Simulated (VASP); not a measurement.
# ZnMo3 (Pm-3m) in VASP: notebook

Runs on ZnMo3. Level: PBE. Tasks: single point.

Program: VASP 6.6.1. These are calculated values, not measurements. Logs are shortened: lines on timing, memory, paths and dates and some standing lists are left out, and cuts for length are marked.

### Step 1. The cell of the first run

It takes space group Pm-3m (No. 221, cubic). Conventional cell: a = 3.876 Å, b = 3.876 Å, c = 3.876 Å, α = 90.00°, β = 90.00°, γ = 90.00°. Within 3.6 Å of Zn (site symmetry m-3m) lie 12 Mo at 2.74 Å. Mo (site symmetry 4/mmm) has 4 Zn at 2.74 Å and 8 Mo at 2.74 Å within 3.6 Å.

### Step 2. Single point, PBE

File INCAR:

```
SYSTEM = ZnMo3
  PREC = Accurate
  ENCUT = 520
  EDIFF = 1E-6
  ISMEAR = 1
  SIGMA = 0.1
  LREAL = .FALSE.
  LASPH = .TRUE.
  NELM = 60
  ALGO = Normal
  ISIF = 2
  LWAVE = .FALSE.
  LCHARG = .FALSE.
  GGA = PE
  NBANDS = 35
```

File KPOINTS:

```
regular mesh
0
G
  6 6 6
  0 0 0
```

File POSCAR:

```
ZnMo3
1.0
    3.8763531878      0.0000000000      0.0000000000
    0.0000000000      3.8763531878      0.0000000000
    0.0000000000      0.0000000000      3.8763531878
Zn Mo
1 3
Direct
    0.0000000000      0.0000000000      0.0000000000
    0.0000000000      0.5000000000      0.5000000000
    0.5000000000      0.0000000000      0.5000000000
    0.5000000000      0.5000000000      0.0000000000
```

Potentials or basis: VASP PAW PBE potentials, release 64 (Zn, Mo_sv).

Started as:

```bash
> cat potpaw_PBE.64/Zn/POTCAR potpaw_PBE.64/Mo_sv/POTCAR > POTCAR
> mpirun -np 1 vasp_std > vasp.out
```

OUTCAR:

```text
SYSTEM = ZnMo3
   PREC = Accurate
   ENCUT = 520
   EDIFF = 1E-6
   ISMEAR = 1
   LREAL = .FALSE.
   LASPH = .TRUE.
   NELM = 60
   ISIF = 2
   GGA = PE

 ion  position               nearest neighbor table
   1  0.000  0.000  0.000-   2 2.74   3 2.74   4 2.74   2 2.74   3 2.74   2 2.74   4 2.74   2 2.74
                             3 2.74   4 2.74   3 2.74   4 2.74
   2  0.000  0.500  0.500-   1 2.74   3 2.74   4 2.74   1 2.74   4 2.74   1 2.74   3 2.74   1 2.74
                             3 2.74   4 2.74   4 2.74   3 2.74
   3  0.500  0.000  0.500-   1 2.74   2 2.74   4 2.74   1 2.74   4 2.74   2 2.74   4 2.74   4 2.74
                             1 2.74   2 2.74   1 2.74   2 2.74
   4  0.500  0.500  0.000-   1 2.74   2 2.74   3 2.74   2 2.74   3 2.74   1 2.74   3 2.74   3 2.74
                             1 2.74   2 2.74   2 2.74   1 2.74

  LATTYP: Found a simple cubic cell.
 ALAT       =     3.8763531878

  Lattice vectors:

 A1 = (   3.8763531878,   0.0000000000,   0.0000000000)
 A2 = (   0.0000000000,   3.8763531878,   0.0000000000)
 A3 = (   0.0000000000,   0.0000000000,   3.8763531878)

Analysis of symmetry for initial positions (statically):
=====================================================================
 Subroutine PRICEL returns:
 Original cell was already a primitive cell.

 Routine SETGRP: Setting up the symmetry group for a
 simple cubic supercell.

 Subroutine GETGRP returns: Found 48 space group operations
 (whereof 48 operations were pure point group operations)
 out of a pool of 48 trial point group operations.

The static configuration has the point symmetry O_h .

Analysis of symmetry for dynamics (positions and initial velocities):
=====================================================================
 Subroutine PRICEL returns:
 Original cell was already a primitive cell.

 Routine SETGRP: Setting up the symmetry group for a
 simple cubic supercell.

 Subroutine GETGRP returns: Found 48 space group operations
 (whereof 48 operations were pure point group operations)
 out of a pool of 48 trial point group operations.

The dynamic configuration has the point symmetry O_h .

 Subroutine INISYM returns: Found 48 space group operations
 (whereof 48 operations are pure point group operations),
 and found     1 'primitive' translations

----------------------------------------------------------------------------------------

                                     Primitive cell

  volume of cell :      58.2465

  direct lattice vectors                    reciprocal lattice vectors
     3.876353188  0.000000000  0.000000000     0.257974429  0.000000000  0.000000000
     0.000000000  3.876353188  0.000000000     0.000000000  0.257974429  0.000000000
     0.000000000  0.000000000  3.876353188     0.000000000  0.000000000  0.257974429

  length of vectors
     3.876353188  3.876353188  3.876353188     0.257974429  0.257974429  0.257974429

  position of ions in fractional coordinates (direct lattice)
     0.000000000  0.000000000  0.000000000
     0.000000000  0.500000000  0.500000000
     0.500000000  0.000000000  0.500000000
     0.500000000  0.500000000  0.000000000

  ion indices of the primitive-cell ions
   primitive index   ion index
                 1           1
                 2           2
                 3           3
                 4           4

----------------------------------------------------------------------------------------

 KPOINTS: regular mesh

Automatic generation of k-mesh.
 Grid dimensions read from file:
 generate k-points for:    6    6    6

 Generating k-lattice:

  Cartesian coordinates                     Fractional coordinates (reciprocal lattice)
     0.042995738  0.000000000  0.000000000     0.166666667  0.000000000  0.000000000
     0.000000000  0.042995738  0.000000000     0.000000000  0.166666667  0.000000000
     0.000000000  0.000000000  0.042995738     0.000000000  0.000000000  0.166666667

  Length of vectors
     0.042995738  0.042995738  0.042995738

  Shift w.r.t. Gamma in fractional coordinates (k-lattice)
     0.000000000  0.000000000  0.000000000

 Subroutine IBZKPT returns following result:
 ===========================================

 Found     20 irreducible k-points:

 Following reciprocal coordinates:
            Coordinates               Weight
  0.000000  0.000000  0.000000      1.000000
  0.166667  0.000000  0.000000      6.000000
  0.333333  0.000000  0.000000      6.000000
  0.500000  0.000000  0.000000      3.000000
  0.166667  0.166667  0.000000     12.000000
  0.333333  0.166667  0.000000     24.000000
[... 12 lines left out ...]
  0.500000  0.500000  0.333333      6.000000
  0.500000  0.500000  0.500000      1.000000
   k-points           NKPTS =     20   k-points in BZ     NKDIM =     20   number of bands    NBANDS=     35
   number of dos      NEDOS =    301   number of ions     NIONS =      4
   total plane-waves  NPLWV =  27000
   dimension x,y,z NGX =    30 NGY =   30 NGZ =   30
   dimension x,y,z NGXF=    60 NGYF=   60 NGZF=   60
   ions per type =               1   3
   NGX,Y,Z   is equivalent  to a cutoff of  12.87, 12.87, 12.87 a.u.
   NGXF,Y,Z  is equivalent  to a cutoff of  25.73, 25.73, 25.73 a.u.
 SYSTEM =  ZnMo3
   PREC   = accura    normal or accurate (medium, high low for compatibility)
   ISTART =      0    job   : 0-new  1-cont  2-samecut
   ICHARG =      2    charge: 1-file 2-atom 10-const
   ISPIN  =      1    spin polarized calculation?
   LNONCOLLINEAR =      F non collinear calculations
   LSORBIT =      F    spin-orbit coupling
   LASPH  =      T    aspherical Exc in radial PAW
   ENCUT  =  520.0 eV  38.22 Ry    6.18 a.u.   7.21  7.21  7.21*2*pi/ulx,y,z
   NELM   =     60;   NELMIN=  2; NELMDL= -5     # of ELM steps
   EDIFF  = 0.1E-05   stopping-criterion for ELM
   LREAL  =      F    real-space projection
   EDIFFG = 0.1E-04   stopping-criterion for IOM
   NSW    =      0    number of steps for IOM
   IBRION =     -1    ionic relax: 0-MD 1-quasi-New 2-CG
   NFREE  =      0    steps in history (QN), initial steepest desc. (CG)
   ISIF   =      2    stress and relaxation
   ISYM   =      2    0-nonsym 1-usesym 2-fastsym
   POTIM  = 0.5000    time-step for ionic-motion
   TEBEG  =    0.0;   TEEND  =   0.0 temperature during run
   PSTRESS=    0.0 pullay stress
   NELECT =      54.0000    total number of electrons
   NUPDOWN=      -1.0000    fix difference up-down
   EMIN   =  10.00;   EMAX   =-10.00  energy-range for DOS
   EFERMI =   0.00;   METHOD = LEGACY
   ISMEAR =     1;   SIGMA  =   0.10  broadening in eV -4-tet -1-fermi 0-gaus
   EFERMI_NEDOS =   21; number of points for ismear=-14 and -15
   IALGO  =     38    algorithm
   IMIX   =      4    mixing-type and parameters
     AMIX     =   0.40;   BMIX     =  1.00
     AMIX_MAG =   1.60;   BMIX_MAG =  1.00
  volume/ion in A,a.u.               =      14.56        98.27
  Fermi-wavevector in a.u.,A,eV,Ry     =   1.596306  3.016580 34.670257  2.548192
  Thomas-Fermi vector in A             =   2.694089
   LORBIT       =      0    0 simple, 1 ext, 2 COOP (PROOUT), +10 PAW based schemes
   GGA     = PE    functional components
   LHFCALC =     F    Hartree Fock is set to
   AEXX    =    0.0000 exact exchange contribution
   IVDW    =     0    specifies the selected vdW correction
   LEPSILON=     F    determine dielectric tensor
   LRPA    =     F    only Hartree local field effects (RPA)
 non-spin polarized calculation
 Methfessel and Paxton  Order N= 1 SIGMA  =   0.10
  energy-cutoff  :      520.00
  volume of cell :       58.25
 maximum number of plane-waves:      1596
 NGX is ok and might be reduce to    30
   NGX = 15   NGY = 15   NGZ = 15

 number of electron      53.9999950 magnetization

 Free energy of the ion-electron system (eV)
  ---------------------------------------------------
  ext. energy  EPLUGINS =         0.00000000
  ---------------------------------------------------
  free energy    TOTEN  =       -33.12001128 eV

  energy without entropy =      -33.11842879  energy(sigma->0) =      -33.11948378

 E-fermi :  10.9887     XC(G=0): -13.3243

 val. band max:       10.9726075685   @ k =   0.1667   0.1667   0.1667
 cond. band min:      11.0025121048   @ k =   0.3333   0.0000   0.0000
 fundamental gap:      0.0299045363
 Fermi energy:        10.9886620656

 k-point     1 :       0.0000    0.0000    0.0000
  band No.  band energies     occupation
      1     -50.0824      2.00000
      2     -49.7575      2.00000
      3     -49.7575      2.00000
      4     -24.6081      2.00000
      5     -24.6081      2.00000
      6     -24.6081      2.00000
[... 27 lines left out ...]
     34      15.8530      0.00000
     35      15.8530      0.00000

 k-point     2 :       0.1667    0.0000    0.0000
  band No.  band energies     occupation
      1     -50.0634      2.00000
      2     -49.7769      2.00000
      3     -49.7573      2.00000
      4     -24.5657      2.00000
      5     -24.5657      2.00000
      6     -24.5426      2.00000
[... 27 lines left out ...]
     34      15.8572      0.00000
     35      16.0117      0.00000

 k-point     3 :       0.3333    0.0000    0.0000
  band No.  band energies     occupation
      1     -50.0142      2.00000
      2     -49.8267      2.00000
      3     -49.7567      2.00000
      4     -24.4624      2.00000
      5     -24.4624      2.00000
      6     -24.3591      2.00000
[... 27 lines left out ...]
     34      15.8583      0.00000
     35      17.6595      0.00000

 k-point     4 :       0.5000    0.0000    0.0000
  band No.  band energies     occupation
      1     -49.9747      2.00000
      2     -49.8666      2.00000
      3     -49.7565      2.00000
      4     -24.3927      2.00000
      5     -24.3927      2.00000
      6     -24.1544      2.00000
[... 27 lines left out ...]
     34      15.8601      0.00000
     35      17.8954      0.00000

 k-point     5 :       0.1667    0.1667    0.0000
  band No.  band energies     occupation
      1     -50.0454      2.00000
      2     -49.7847      2.00000
      3     -49.7674      2.00000
      4     -24.5929      2.00000
      5     -24.5223      2.00000
      6     -24.4247      2.00000
[... 486 lines left out ...]
 k-point    18 :       0.5000    0.3333    0.3333
  band No.  band energies     occupation
      1     -49.8915      2.00000
      2     -49.8642      2.00000
      3     -49.8370      2.00000
      4     -24.8246      2.00000
      5     -24.4862      2.00000
      6     -24.4582      2.00000
[... 27 lines left out ...]
     34      14.9492      0.00000
     35      15.5858      0.00000

 k-point    19 :       0.5000    0.5000    0.3333
  band No.  band energies     occupation
      1     -49.8640      2.00000
      2     -49.8638      2.00000
      3     -49.8638      2.00000
      4     -24.8914      2.00000
      5     -24.5401      2.00000
      6     -24.4703      2.00000
[... 27 lines left out ...]
     34      14.6484      0.00000
     35      15.4710      0.00000

 k-point    20 :       0.5000    0.5000    0.5000
  band No.  band energies     occupation
      1     -49.8635      2.00000
      2     -49.8635      2.00000
      3     -49.8635      2.00000
      4     -24.9763      2.00000
      5     -24.5382      2.00000
      6     -24.5382      2.00000
[... 27 lines left out ...]
     34      15.1664      0.00000
     35      15.1664      0.00000

------------------------ aborting loop because EDIFF is reached ----------------------------------------

  FORCE on cell =-STRESS in cart. coord.  units (eV):
  Direction    XX          YY          ZZ          XY          YZ          ZX
  --------------------------------------------------------------------------------------
  -------------------------------------------------------------------------------------
  Total        4.0177661      4.0177661      4.0177661      0.0000000      0.0000000      0.0000000
  in kB      110.5160126    110.5160126    110.5160126      0.0000000      0.0000000      0.0000000
  external PRESSURE =     110.5160126 kB  Pullay stress =       0.0000000 kB

 VOLUME and BASIS-vectors are now :
 -----------------------------------------------------------------------------
  energy-cutoff  :      520.00
  volume of cell :       58.25
      direct lattice vectors                 reciprocal lattice vectors
     3.876353188  0.000000000  0.000000000     0.257974429  0.000000000  0.000000000
     0.000000000  3.876353188  0.000000000     0.000000000  0.257974429  0.000000000
     0.000000000  0.000000000  3.876353188     0.000000000  0.000000000  0.257974429

 POSITION                                       TOTAL-FORCE (eV/Angst)
 -----------------------------------------------------------------------------------
      0.00000      0.00000      0.00000         0.000000      0.000000      0.000000
      0.00000      1.93818      1.93818         0.000000      0.000000      0.000000
      1.93818      0.00000      1.93818         0.000000      0.000000      0.000000
      1.93818      1.93818      0.00000         0.000000      0.000000      0.000000
 -----------------------------------------------------------------------------------
    total drift:                                0.000000      0.000000     -0.000000

  FREE ENERGIE OF THE ION-ELECTRON SYSTEM (eV)
  ---------------------------------------------------
  free  energy   TOTEN  =       -33.1200112753 eV

  energy  without entropy=      -33.1184287902  energy(sigma->0) =      -33.11948378
```

It took 28 s on 1 thread of Intel Xeon Platinum 8375C at 2.90GHz (Ice Lake), shared host; peak memory 0.18 GiB.

Results:

* Free energy: -33.1200 eV
* Pressure: 11.1 GPa
* Band gap on the k mesh: zero (band 27 reaches 11.94 eV, above the bottom of band 28 at 10.44 eV)

Levels at points of the mesh, in eV from the Fermi level:
| k point | band 24 | band 25 | band 26 | band 27 | band 28 | band 29 | band 30 | band 31 |
| --- | --- | --- | --- | --- | --- | --- | --- | --- |
| (0.00, 0.00, 0.00) | -3.26 | 0.95 | 0.95 | 0.95 | 2.14 | 2.14 | 2.14 | 2.80 |
| (0.50, 0.00, 0.00) | -1.51 | -0.87 | -0.87 | -0.41 | 0.03 | 0.34 | 0.89 | 0.89 |
| (0.50, 0.50, 0.00) | -2.31 | -2.26 | -0.75 | -0.75 | 0.29 | 0.29 | 0.31 | 1.55 |
| (0.50, 0.50, 0.50) | -1.36 | -0.37 | -0.37 | -0.37 | 0.77 | 0.77 | 0.77 | 1.78 |

### Step 3. Single point, PBE

This run uses another cell than the first one, of 14.94 Å³/atom, 1.026 times its volume.

File INCAR:

```
SYSTEM = ZnMo3
PREC     = Accurate       ! precision mode
ENCUT    = 520            ! plane-wave cutoff, eV
EDIFF    = 1E-6           ! SCF threshold, eV
ISMEAR   = 1              ! smearing method
SIGMA    = 0.1            ! smearing width, eV
LREAL    = .FALSE.        ! projectors in reciprocal space
LASPH    = .TRUE.         ! aspherical terms in the spheres
NELM     = 100            ! most SCF steps
ALGO     = Normal         ! electronic algorithm
ISIF     = 2              ! what is computed and relaxed
LWAVE    = .FALSE.        ! write WAVECAR
LCHARG   = .FALSE.        ! write CHGCAR
GGA      = PE             ! functional
NBANDS   = 35             ! bands
```

KPOINTS is that of step 2.

File POSCAR:

```
ZnMo3
1.0
    3.9100622989      0.0000000000      0.0000000000
    0.0000000000      3.9100622989      0.0000000000
    0.0000000000      0.0000000000      3.9100622989
Zn Mo
1 3
Direct
    0.0000000000      0.0000000000      0.0000000000
    0.0000000000      0.5000000000      0.5000000000
    0.5000000000      0.0000000000      0.5000000000
    0.5000000000      0.5000000000      0.0000000000
```

Potentials or basis: VASP PAW PBE potentials, release 64 (Zn, Mo_sv).

Started as:

```bash
> cat potpaw_PBE.64/Zn/POTCAR potpaw_PBE.64/Mo_sv/POTCAR > POTCAR
> mpirun -np 1 vasp_std > vasp.out
```

OUTCAR:

```text
SYSTEM = ZnMo3
   PREC = Accurate
   ENCUT = 520
   EDIFF = 1E-6
   ISMEAR = 1
   LREAL = .FALSE.
   LASPH = .TRUE.
   NELM = 100
   ISIF = 2
   GGA = PE

 ion  position               nearest neighbor table
   1  0.000  0.000  0.000-   2 2.76   3 2.76   4 2.76   2 2.76   3 2.76   2 2.76   4 2.76   2 2.76
                             3 2.76   4 2.76   3 2.76   4 2.76
   2  0.000  0.500  0.500-   1 2.76   3 2.76   4 2.76   1 2.76   4 2.76   1 2.76   3 2.76   1 2.76
                             3 2.76   4 2.76   4 2.76   3 2.76
   3  0.500  0.000  0.500-   1 2.76   2 2.76   4 2.76   1 2.76   4 2.76   2 2.76   4 2.76   4 2.76
                             1 2.76   2 2.76   1 2.76   2 2.76
   4  0.500  0.500  0.000-   1 2.76   2 2.76   3 2.76   2 2.76   3 2.76   1 2.76   3 2.76   3 2.76
[... 958 lines left out ...]
  Total        1.7129315      1.7129315      1.7129315      0.0000000     -0.0000000      0.0000000
  in kB       45.9091805     45.9091805     45.9091805      0.0000000     -0.0000000      0.0000000
  external PRESSURE =      45.9091805 kB  Pullay stress =       0.0000000 kB

 VOLUME and BASIS-vectors are now :
 -----------------------------------------------------------------------------
  energy-cutoff  :      520.00
  volume of cell :       59.78
      direct lattice vectors                 reciprocal lattice vectors
     3.910062299  0.000000000  0.000000000     0.255750401  0.000000000  0.000000000
     0.000000000  3.910062299  0.000000000     0.000000000  0.255750401  0.000000000
     0.000000000  0.000000000  3.910062299     0.000000000  0.000000000  0.255750401

 POSITION                                       TOTAL-FORCE (eV/Angst)
 -----------------------------------------------------------------------------------
      0.00000      0.00000      0.00000         0.000000      0.000000      0.000000
      0.00000      1.95503      1.95503         0.000000      0.000000      0.000000
      1.95503      0.00000      1.95503         0.000000      0.000000      0.000000
      1.95503      1.95503      0.00000         0.000000      0.000000      0.000000
 -----------------------------------------------------------------------------------
    total drift:                                0.000000      0.000000     -0.000000

  FREE ENERGIE OF THE ION-ELECTRON SYSTEM (eV)
  ---------------------------------------------------
  free  energy   TOTEN  =       -33.1947275989 eV

  energy  without entropy=      -33.1934234740  energy(sigma->0) =      -33.19429289
```

stdout:

```text
POSCAR found type information on POSCAR ZnMo
 POSCAR found :  2 types and       4 ions
 scaLAPACK will be used
 LDA part: xc-table for (Slater+PW92), standard interpolation
 POSCAR, INCAR and KPOINTS ok, starting setup
 FFT: planning ... GRIDC
 FFT: planning ... GRID_SOFT
 FFT: planning ... GRID
 WAVECAR not read
 entering main loop
```

It took 28 s on 1 thread of Intel Xeon Platinum 8375C at 2.90GHz (Ice Lake), shared host; peak memory 0.18 GiB.

What came out:

* Free energy: -33.1947 eV
* Pressure: 4.6 GPa
* Band gap on the k mesh: zero (band 27 reaches 11.53 eV, above the bottom of band 28 at 10.04 eV)

### Step 4. Single point, PBE

This run uses another cell than the first one, of 15.33 Å³/atom, 1.053 times its volume.

File INCAR:

```
SYSTEM = ZnMo3
PREC = Accurate ; ENCUT = 520
EDIFF = 1E-6 ; ISMEAR = 1
SIGMA = 0.1 ; LREAL = .FALSE.
LASPH = .TRUE. ; NELM = 80
ALGO = Normal ; ISIF = 2
LWAVE = .FALSE. ; LCHARG = .FALSE.
GGA = PE ; NBANDS = 35
```

File KPOINTS:

```
Automatic mesh
0
G
  6 6 6
  0 0 0
```

File POSCAR:

```
ZnMo3
1.0
    3.9432000000      0.0000000000      0.0000000000
    0.0000000000      3.9432000000      0.0000000000
    0.0000000000      0.0000000000      3.9432000000
Zn Mo
1 3
Direct
    0.0000000000      0.0000000000      0.0000000000
    0.0000000000      0.5000000000      0.5000000000
    0.5000000000      0.0000000000      0.5000000000
    0.5000000000      0.5000000000      0.0000000000
```

Started as:

```bash
> cat potpaw_PBE.64/Zn/POTCAR potpaw_PBE.64/Mo_sv/POTCAR > POTCAR
> mpirun -np 1 vasp_std > vasp.out
```

Run time: 34 s. Hardware: 1 thread of Intel Xeon Platinum 8375C at 2.90GHz (Ice Lake), shared host; peak memory 0.18 GiB.

The run converged. Its results:

```yaml
Free_energy: -33.2116 eV
Pressure: -1.1 GPa
Band_gap_on_the_k_mesh: zero (band 27 reaches 11.14 eV, above the bottom of band 28 at 9.67 eV)
```

Levels at points of the mesh, in eV from the Fermi level:
```tsv
k point	band 25	band 26	band 27	band 28	band 29	band 30
(0.00, 0.00, 0.00)	0.89	0.89	0.89	2.04	2.04	2.04
(0.50, 0.00, 0.00)	-0.84	-0.84	-0.39	0.04	0.33	0.85
(0.50, 0.50, 0.00)	-2.20	-0.71	-0.71	0.29	0.29	0.30
(0.50, 0.50, 0.50)	-0.37	-0.37	-0.37	0.73	0.73	0.73
```

[end of part 1 of 2]
